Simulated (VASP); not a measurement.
# AlNi3 (Pm-3m) in VASP: a series of runs

Aim: see how the results for AlNi3 move with the level of theory and the settings. Levels: PBE+D3(BJ), PBE. Tasks: single point, relaxation of cell and atoms.

Everything below comes from runs of VASP 6.6.1. Logs are shortened: lines on timing, memory, paths and dates and some standing lists are left out, and cuts for length are marked.

## (1) The cell of the first run

It takes space group Pm-3m (No. 221, cubic). The conventional cell has a = 3.533 Å, b = 3.533 Å, c = 3.533 Å, α = 90.00°, β = 90.00°, γ = 90.00°. Ni (site symmetry 4/mmm) has 8 Ni at 2.50 Å and 4 Al at 2.50 Å within 3.3 Å. Within 3.3 Å of Al (site symmetry m-3m) lie 12 Ni at 2.50 Å.

## (2) Single point, PBE+D3(BJ), collinear spin, ferromagnetic start

Contents of INCAR:

```
SYSTEM = AlNi3
PREC = Accurate
ENCUT = 520
EDIFF = 1E-6
ISMEAR = -1
SIGMA = 0.05
LREAL = .False.
LASPH = .True.
NELM = 150
ALGO = Normal
ISIF = 2
LWAVE = .False.
LCHARG = .False.
ISPIN = 2
MAGMOM = 1 1 1 0
LORBIT = 11
LMAXMIX = 4
GGA = PE
IVDW = 12
NBANDS = 28
```

Contents of KPOINTS:

```
regular mesh
0
Gamma
  8 8 8
  0 0 0
```

Contents of POSCAR:

```
AlNi3
1.0
    3.5328285816      0.0000000000      0.0000000000
    0.0000000000      3.5328285816      0.0000000000
    0.0000000000      0.0000000000      3.5328285816
Ni Al
3 1
Direct
    0.5000000000      0.5000000000      0.0000000000
    0.5000000000      0.0000000000      0.5000000000
    0.0000000000      0.5000000000      0.5000000000
    0.0000000000      0.0000000000      0.0000000000
```

Potentials or basis: VASP PAW PBE potentials, release 64 (Ni, Al).

Launch:

```sh
$ cat potpaw_PBE.64/Ni/POTCAR potpaw_PBE.64/Al/POTCAR > POTCAR
$ mpirun -np 1 vasp_std > vasp.out
```

OUTCAR:

```text
SYSTEM = AlNi3
   PREC = Accurate
   ENCUT = 520
   EDIFF = 1E-6
   ISMEAR = -1
   LREAL = .False.
   LASPH = .True.
   NELM = 150
   ISIF = 2
   ISPIN = 2
   LORBIT = 11
   GGA = PE
   IVDW = 12
 IVDW          = 12

 ion  position               nearest neighbor table
   1  0.500  0.500  0.000-   2 2.50   3 2.50   4 2.50   2 2.50   3 2.50   2 2.50   4 2.50   2 2.50
                             3 2.50   4 2.50   3 2.50   4 2.50
   2  0.500  0.000  0.500-   1 2.50   3 2.50   4 2.50   1 2.50   4 2.50   1 2.50   3 2.50   1 2.50
                             3 2.50   4 2.50   4 2.50   3 2.50
   3  0.000  0.500  0.500-   1 2.50   2 2.50   4 2.50   1 2.50   4 2.50   2 2.50   4 2.50   4 2.50
                             1 2.50   2 2.50   1 2.50   2 2.50
   4  0.000  0.000  0.000-   1 2.50   2 2.50   3 2.50   2 2.50   3 2.50   1 2.50   3 2.50   3 2.50
                             1 2.50   2 2.50   2 2.50   1 2.50

  LATTYP: Found a simple cubic cell.
 ALAT       =     3.5328285816

  Lattice vectors:

 A1 = (   3.5328285816,   0.0000000000,   0.0000000000)
 A2 = (   0.0000000000,   3.5328285816,   0.0000000000)
 A3 = (   0.0000000000,   0.0000000000,   3.5328285816)

Analysis of symmetry for initial positions (statically):
=====================================================================
 Subroutine PRICEL returns:
 Original cell was already a primitive cell.

 Routine SETGRP: Setting up the symmetry group for a
 simple cubic supercell.

 Subroutine GETGRP returns: Found 48 space group operations
 (whereof 48 operations were pure point group operations)
 out of a pool of 48 trial point group operations.

The static configuration has the point symmetry O_h .

Analysis of symmetry for dynamics (positions and initial velocities):
=====================================================================
 Subroutine PRICEL returns:
 Original cell was already a primitive cell.

 Routine SETGRP: Setting up the symmetry group for a
 simple cubic supercell.

 Subroutine GETGRP returns: Found 48 space group operations
 (whereof 48 operations were pure point group operations)
 out of a pool of 48 trial point group operations.

The dynamic configuration has the point symmetry O_h .

Analysis of structural, dynamic, and magnetic symmetry:
=====================================================================
 Subroutine PRICEL returns:
 Original cell was already a primitive cell.

 Routine SETGRP: Setting up the symmetry group for a
 simple cubic supercell.

 Subroutine GETGRP returns: Found 48 space group operations
 (whereof 48 operations were pure point group operations)
 out of a pool of 48 trial point group operations.

The overall configuration has the point symmetry O_h .

 Subroutine INISYM returns: Found 48 space group operations
 (whereof 48 operations are pure point group operations),
 and found     1 'primitive' translations

----------------------------------------------------------------------------------------

                                     Primitive cell

  volume of cell :      44.0928

  direct lattice vectors                    reciprocal lattice vectors
     3.532828582  0.000000000  0.000000000     0.283059304  0.000000000  0.000000000
     0.000000000  3.532828582  0.000000000     0.000000000  0.283059304  0.000000000
     0.000000000  0.000000000  3.532828582     0.000000000  0.000000000  0.283059304

  length of vectors
     3.532828582  3.532828582  3.532828582     0.283059304  0.283059304  0.283059304

  position of ions in fractional coordinates (direct lattice)
     0.500000000  0.500000000  0.000000000
     0.500000000  0.000000000  0.500000000
     0.000000000  0.500000000  0.500000000
     0.000000000  0.000000000  0.000000000

  ion indices of the primitive-cell ions
   primitive index   ion index
                 1           1
                 2           2
                 3           3
                 4           4

----------------------------------------------------------------------------------------

 KPOINTS: regular mesh

Automatic generation of k-mesh.
 Grid dimensions read from file:
 generate k-points for:    8    8    8

 Generating k-lattice:

  Cartesian coordinates                     Fractional coordinates (reciprocal lattice)
     0.035382413  0.000000000  0.000000000     0.125000000  0.000000000  0.000000000
     0.000000000  0.035382413  0.000000000     0.000000000  0.125000000  0.000000000
     0.000000000  0.000000000  0.035382413     0.000000000  0.000000000  0.125000000

  Length of vectors
     0.035382413  0.035382413  0.035382413

  Shift w.r.t. Gamma in fractional coordinates (k-lattice)
     0.000000000  0.000000000  0.000000000

 Subroutine IBZKPT returns following result:
 ===========================================

 Found     35 irreducible k-points:

 Following reciprocal coordinates:
            Coordinates               Weight
  0.000000  0.000000  0.000000      1.000000
  0.125000  0.000000  0.000000      6.000000
  0.250000  0.000000  0.000000      6.000000
  0.375000  0.000000  0.000000      6.000000
  0.500000  0.000000  0.000000      3.000000
  0.125000  0.125000  0.000000     12.000000
[... 16 lines left out ...]
  0.375000  0.375000  0.125000     24.000000
  0.500000  0.375000  0.125000     24.000000
 [... further k-points ...]
   k-points           NKPTS =     35   k-points in BZ     NKDIM =     35   number of bands    NBANDS=     28
   number of dos      NEDOS =    301   number of ions     NIONS =      4
   total plane-waves  NPLWV =  21952
   dimension x,y,z NGX =    28 NGY =   28 NGZ =   28
   dimension x,y,z NGXF=    56 NGYF=   56 NGZF=   56
   ions per type =               3   1
   NGX,Y,Z   is equivalent  to a cutoff of  13.18, 13.18, 13.18 a.u.
   NGXF,Y,Z  is equivalent  to a cutoff of  26.35, 26.35, 26.35 a.u.
 SYSTEM =  AlNi3
   PREC   = accura    normal or accurate (medium, high low for compatibility)
   ISTART =      0    job   : 0-new  1-cont  2-samecut
   ICHARG =      2    charge: 1-file 2-atom 10-const
   ISPIN  =      2    spin polarized calculation?
   LNONCOLLINEAR =      F non collinear calculations
   LSORBIT =      F    spin-orbit coupling
   LASPH  =      T    aspherical Exc in radial PAW
   ENCUT  =  520.0 eV  38.22 Ry    6.18 a.u.   6.57  6.57  6.57*2*pi/ulx,y,z
   NELM   =    150;   NELMIN=  2; NELMDL= -5     # of ELM steps
   EDIFF  = 0.1E-05   stopping-criterion for ELM
   LREAL  =      F    real-space projection
   EDIFFG = 0.1E-04   stopping-criterion for IOM
   NSW    =      0    number of steps for IOM
   IBRION =     -1    ionic relax: 0-MD 1-quasi-New 2-CG
   NFREE  =      0    steps in history (QN), initial steepest desc. (CG)
   ISIF   =      2    stress and relaxation
   ISYM   =      2    0-nonsym 1-usesym 2-fastsym
   POTIM  = 0.5000    time-step for ionic-motion
   TEBEG  =    0.0;   TEEND  =   0.0 temperature during run
   PSTRESS=    0.0 pullay stress
   NELECT =      33.0000    total number of electrons
   NUPDOWN=      -1.0000    fix difference up-down
   EMIN   =  10.00;   EMAX   =-10.00  energy-range for DOS
   EFERMI =   0.00;   METHOD = LEGACY
   ISMEAR =    -1;   SIGMA  =   0.05  broadening in eV -4-tet -1-fermi 0-gaus
   EFERMI_NEDOS =   21; number of points for ismear=-14 and -15
   IALGO  =     38    algorithm
   IMIX   =      4    mixing-type and parameters
     AMIX     =   0.40;   BMIX     =  1.00
     AMIX_MAG =   1.60;   BMIX_MAG =  1.00
  volume/ion in A,a.u.               =      11.02        74.39
  Fermi-wavevector in a.u.,A,eV,Ry     =   1.486359  2.808810 30.058830  2.209262
  Thomas-Fermi vector in A             =   2.599655
   LORBIT       =     11    0 simple, 1 ext, 2 COOP (PROOUT), +10 PAW based schemes
   GGA     = PE    functional components
   LHFCALC =     F    Hartree Fock is set to
   AEXX    =    0.0000 exact exchange contribution
   IVDW    =    12    specifies the selected vdW correction
   LEPSILON=     F    determine dielectric tensor
   LRPA    =     F    only Hartree local field effects (RPA)
 spin polarized calculation
  energy-cutoff  :      520.00
  volume of cell :       44.09
 maximum number of plane-waves:      1213
 NGX is ok and might be reduce to    28
   NGX = 13   NGY = 13   NGZ = 13

 number of electron      32.9999983 magnetization       0.6755102

 Free energy of the ion-electron system (eV)
  ---------------------------------------------------
  ext. energy  EPLUGINS =         0.00000000
  ---------------------------------------------------
  free energy    TOTEN  =       -21.88669285 eV

  energy without entropy =      -21.85670810  energy(sigma->0) =      -21.87170047

 E-fermi :   9.8160     XC(G=0): -12.8088

 val. band max:        9.8144396097   @ k =   0.2500   0.2500   0.0000
 cond. band min:       9.8217769113   @ k =   0.2500   0.2500   0.0000
 fundamental gap:      0.0073373016
 Fermi energy:         9.8159693647

 spin component 1

 k-point     1 :       0.0000    0.0000    0.0000
  band No.  band energies     occupation
      1      -0.2942      1.00000
      2       5.3905      1.00000
      3       6.0722      1.00000
      4       6.0722      1.00000
      5       6.4364      1.00000
      6       6.4364      1.00000
[... 733 lines left out ...]
     27      24.8145      0.00000
     28      25.0672      0.00000

 [... further k-points ...]

 spin component 2

 k-point     1 :       0.0000    0.0000    0.0000
  band No.  band energies     occupation
      1      -0.3206      1.00000
      2       5.4662      1.00000
      3       6.2166      1.00000
      4       6.2166      1.00000
      5       6.7057      1.00000
      6       6.7057      1.00000
[... 733 lines left out ...]
     27      24.7923      0.00000
     28      25.0929      0.00000

 [... further k-points ...]

------------------------ aborting loop because EDIFF is reached ----------------------------------------

 Edisp (eV)   -1.87484

 E8    (eV) :    -0.8190

  FORCE on cell =-STRESS in cart. coord.  units (eV):
  Direction    XX          YY          ZZ          XY          YZ          ZX
  --------------------------------------------------------------------------------------
  -------------------------------------------------------------------------------------
  Total      -0.37995    -0.37995    -0.37995     0.00000     0.00000    -0.00000
  in kB     -13.80594   -13.80594   -13.80594     0.00000     0.00000    -0.00000
  external pressure =      -13.81 kB  Pullay stress =        0.00 kB

 VOLUME and BASIS-vectors are now :
 -----------------------------------------------------------------------------
  energy-cutoff  :      520.00
  volume of cell :       44.09
      direct lattice vectors                 reciprocal lattice vectors
     3.532828582  0.000000000  0.000000000     0.283059304  0.000000000  0.000000000
     0.000000000  3.532828582  0.000000000     0.000000000  0.283059304  0.000000000
     0.000000000  0.000000000  3.532828582     0.000000000  0.000000000  0.283059304

 POSITION                                       TOTAL-FORCE (eV/Angst)
 -----------------------------------------------------------------------------------
      1.76641      1.76641      0.00000         0.000000      0.000000      0.000000
      1.76641      0.00000      1.76641         0.000000      0.000000      0.000000
      0.00000      1.76641      1.76641         0.000000      0.000000      0.000000
      0.00000      0.00000      0.00000         0.000000      0.000000      0.000000
 -----------------------------------------------------------------------------------
    total drift:                                0.000000      0.000000      0.000000

  FREE ENERGIE OF THE ION-ELECTRON SYSTEM (eV)
  ---------------------------------------------------
  free  energy   TOTEN  =       -23.7615354228 eV

  energy  without entropy=      -23.7315506688  energy(sigma->0) =      -23.74654305

 total charge

# of ion       s       p       d       tot
------------------------------------------
    1        0.503   0.537   8.392   9.432
    2        0.503   0.537   8.392   9.432
    3        0.503   0.537   8.392   9.432
    4        0.411   0.402   0.000   0.813
--------------------------------------------------
tot          1.921   2.014  25.176  29.111

 magnetization (x)

# of ion       s       p       d       tot
------------------------------------------
    1       -0.003  -0.009   0.251   0.240
    2       -0.003  -0.009   0.251   0.240
    3       -0.003  -0.009   0.251   0.240
    4       -0.000  -0.007   0.000  -0.008
--------------------------------------------------
tot         -0.009  -0.034   0.753   0.711
```

It took 94 s on 1 thread of Intel Xeon 8259CL, shared host; peak memory 0.22 GiB.

Results:

- Free energy: -23.7615 eV
- Pressure: -1.4 GPa
- Net moment: 0.68 μB per cell
- Site moments: Ni +0.24; Al -0.01 μB
- Valence electrons inside the program's atomic spheres: Ni 9.43; Al 0.81
- Dispersion energy per atom: -0.469 eV

Caveat: three body term missing.

## (3) Single point, PBE, collinear spin, ferromagnetic start

This run uses another cell than the first one, of 11.35 Å³/atom.

Contents of INCAR:

```
PREC = Accurate ; ENCUT = 520
EDIFF = 1E-6 ; ISMEAR = -1
SIGMA = 0.05 ; LREAL = False
LASPH = True ; NELM = 150
ALGO = Normal ; ISIF = 2
LWAVE = False ; LCHARG = False
ISPIN = 2 ; MAGMOM = 1 1 1 0
LORBIT = 11 ; LMAXMIX = 4
GGA = PE ; NBANDS = 28
```

Contents of KPOINTS:

```
Automatic mesh
0
Gamma
  8 8 8
```

Contents of POSCAR:

```
AlNi3
1.0
    3.5669754282      0.0000000000      0.0000000000
    0.0000000000      3.5669754282      0.0000000000
    0.0000000000      0.0000000000      3.5669754282
Ni Al
3 1
Direct
    0.5000000000      0.5000000000      0.0000000000
    0.5000000000      0.0000000000      0.5000000000
    0.0000000000      0.5000000000      0.5000000000
    0.0000000000      0.0000000000      0.0000000000
```

Potentials or basis: VASP PAW PBE potentials, release 64 (Ni, Al).

Launch:

```sh
$ cat potpaw_PBE.64/Ni/POTCAR potpaw_PBE.64/Al/POTCAR > POTCAR
$ mpirun -np 1 vasp_std > vasp.out
```

It took 89 s on 1 thread of Intel Xeon 8259CL, shared host; peak memory 0.21 GiB.

It converged, with:

```yaml
Free_energy: -21.9088 eV
Pressure: 0.1 GPa
Net_moment: 0.70 μB per cell
Site_moments: Ni +0.25; Al -0.01 μB
Valence_electrons_inside_the_program's_atomic_spheres: Ni 9.38; Al 0.80
```

Levels at points of the mesh, in eV from the Fermi level:
Spin up:
```csv
k point,band 13,band 14,band 15,band 16,band 17,band 18,band 19,band 20,band 21,band 22
"(0.00, 0.00, 0.00)",-0.26,-0.08,-0.08,-0.08,0.87,0.87,0.87,6.52,6.52,7.21
"(0.50, 0.00, 0.00)",-1.20,-1.15,-1.03,-0.50,-0.08,5.46,5.46,5.57,5.57,6.42
"(0.50, 0.50, 0.00)",-1.29,-1.18,-0.97,-0.95,-0.57,0.82,0.82,8.08,8.14,8.14
"(0.50, 0.50, 0.50)",-1.28,-1.05,-1.05,-0.25,-0.25,-0.25,-0.15,3.32,3.99,3.99
```
Spin down:
```
           k point  band 13  band 14  band 15  band 16  band 17  band 18  band 19  band 20
(0.00, 0.00, 0.00)     0.01     0.34     0.34     0.34     0.84     0.84     0.84     6.60
(0.50, 0.00, 0.00)    -0.91    -0.91    -0.80    -0.32     0.34     5.51     5.51     5.61
(0.50, 0.50, 0.00)    -1.11    -1.07    -0.77    -0.57    -0.44     1.11     1.11     8.10
(0.50, 0.50, 0.50)    -1.13    -0.87    -0.87    -0.17     0.11     0.11     0.11     3.42
```

[end of part 1 of 2]
